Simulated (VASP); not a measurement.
A run of VASP 6.6.1 is set up as follows.

File INCAR:

```
SYSTEM = Ti12H
  ALGO = Normal
  EDIFF = 1E-6
  ENCUT = 520
  GGA = PS
  ISIF = 2
  ISMEAR = 0
  LASPH = .True.
  LCHARG = .True.
  LELF = .True.
  LREAL = .False.
  LVHAR = .True.
  LWAVE = .False.
  NBANDS = 84
  NELM = 100
  PREC = Accurate
  SIGMA = 0.1
```

Contents of KPOINTS:

```
k-points
0
Gamma
  4 3 5
  0 0 0
```

File POSCAR:

```
Ti12H
1.0
    5.9000000000      0.0000000000      0.0000000000
   -4.4250000000      7.6643250000      0.0000000000
    0.0000000000      0.0000000000      4.6846000000
Ti H
12 1
Direct
    0.0018383811      0.0016875589     -0.0025455749
    0.1625493770      0.2175205253      0.4983023097
    0.0084464674      0.3279071543     -0.0020070017
    0.1766258572      0.5599587700      0.5048802459
    0.0083328808      0.6770033891     -0.0008886564
    0.1669020013      0.8902790526      0.4995214106
    0.4983454233     -0.0016336729     -0.0001353371
    0.6609875136      0.2145618825      0.5036195193
    0.4815973277      0.3268260414     -0.0022302865
    0.6641380297      0.5591395198      0.5047630534
    0.5035891165      0.6699732853      0.0020074286
    0.6675992181      0.8888816693      0.5010848311
    0.8336243288      0.4432193311      0.4380207488
```

Potentials or basis: VASP PAW PBE potentials, release 64 (Ti_sv, H).

The run is started by

```bash
$ cat potpaw_PBE.64/Ti_sv/POTCAR potpaw_PBE.64/H/POTCAR > POTCAR
$ mpirun -np 1 vasp_std > vasp.out
```

**Question.** Predict the band gap on the k mesh.

**Answer.** Zero (an odd number of electrons rules out a gap without spin polarisation).

**Question.** Estimate the largest force.

**Answer.** 0.436 eV/Å.

Stress tensor (GPa, compression positive):
```
-4.04 -0.01  0.01
-0.01 -3.48  0.02
 0.01  0.02 -4.43
```

Caveat: the PAW data sets were made with another functional, which shifts forces and pressure a little.
